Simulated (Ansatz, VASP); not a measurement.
BaTe in VASP and in Ansatz

The input POSCAR:

```
BaTe
1.0
    0.0000000000      3.4794010225      3.4794010225
    3.4794010225      0.0000000000      3.4794010225
    3.4794010225      3.4794010225      0.0000000000
Ba Te
1 1
Direct
    0.0000000000      0.0000000000      0.0000000000
    0.5000000000      0.5000000000      0.5000000000
```

File INCAR.step1:

```
PREC     = Accurate       # precision mode
ENCUT    = 520            # plane-wave cutoff, eV
EDIFF    = 1E-5           # SCF threshold, eV
ISMEAR   = 0              # smearing method
SIGMA    = 0.01           # smearing width, eV
LREAL    = False          # projectors in reciprocal space
LASPH    = True           # aspherical terms in the spheres
NELM     = 60             # most SCF steps
ALGO     = Normal         # electronic algorithm
ISIF     = 2              # what is computed and relaxed
LWAVE    = True           # write WAVECAR
LCHARG   = False          # write CHGCAR
GGA      = PE             # functional
NBANDS   = 15             # bands
```

The input INCAR.step2:

```
PREC     = Accurate       # precision mode
ENCUT    = 520            # plane-wave cutoff, eV
EDIFF    = 1E-6           # SCF threshold, eV
ISMEAR   = 0              # smearing method
SIGMA    = 0.01           # smearing width, eV
LREAL    = False          # projectors in reciprocal space
LASPH    = True           # aspherical terms in the spheres
NELM     = 60             # most SCF steps
ALGO     = Normal         # electronic algorithm
ISIF     = 2              # what is computed and relaxed
LWAVE    = False          # write WAVECAR
LCHARG   = False          # write CHGCAR
GGA      = PE             # functional
LHFCALC  = True           # exact exchange
HFSCREEN = 0.2079         # screening, 1/A
PRECFOCK = Normal       
ISTART   = 1            
NBANDS   = 15             # bands
```

The input KPOINTS:

```
Automatic mesh
0
Gamma
  4 4 4
```

Input for Ansatz:

```yaml
crystal:
  lattice:
    - [0.0, 3.4794010225, 3.4794010225]
    - [3.4794010225, 0.0, 3.4794010225]
    - [3.4794010225, 3.4794010225, 0.0]
  atoms:
    - { symbol: Ba, position: [0.0, 0.0, 0.0] }
    - { symbol: Te, position: [0.5, 0.5, 0.5] }
kpoints:
  mp_grid: { grid: [4, 4, 4] }
  band_path:
    path:
      - [0.0, 0.0, 0.0]
      - [0.5, 0.0, 0.5]
      - [0.625, 0.25, 0.625]
      - [0.375, 0.375, 0.75]
      - [0.5, 0.5, 0.5]
      - [0.5, 0.25, 0.75]
      - [0.0, 0.5, 0.5]
    npoints: 1
hamiltonian:
  xc: hse06
scf:
  occupations: { method: fixed }
  n_extra_bands: 4
output:
  forces: true
  stress: true
  eigenvalues: true
  write_density: true
  write_potential: true
  elf: true
  volumetric_format: npy
```

Change from the starting cell: hydrostatic strain -1.5%.

Alike in both runs: task single point; functional HSE06; k mesh 4 × 4 × 4; no spin polarisation.

```csv
,VASP,Ansatz
version,VASP 6.6.1,Ansatz 0.2.0
potentials or method,"VASP PAW PBE potentials, release 64 (Ba_sv, Te)","plane waves, PAW"
plane-wave cutoff (eV),520,420
occupations,"gaussian, width 0.01 eV",fixed
valence electrons in the cell,16,26
```

|  | VASP | Ansatz | Ansatz less VASP |
| --- | --- | --- | --- |
| gap on the k mesh at the Fermi level (eV) | 2.19 | 2.25 | +0.057 |
| pressure (GPa) | 1.5 | 1.2 | -0.25 |

VASP's potentials hold 16 valence electrons a cell and Ansatz's 26, so a difference there can come from the potentials and not from the codes. Ansatz's warnings: stress exchange threshold loose, stress scf threshold loose.

Spin-orbit coupling is off throughout.
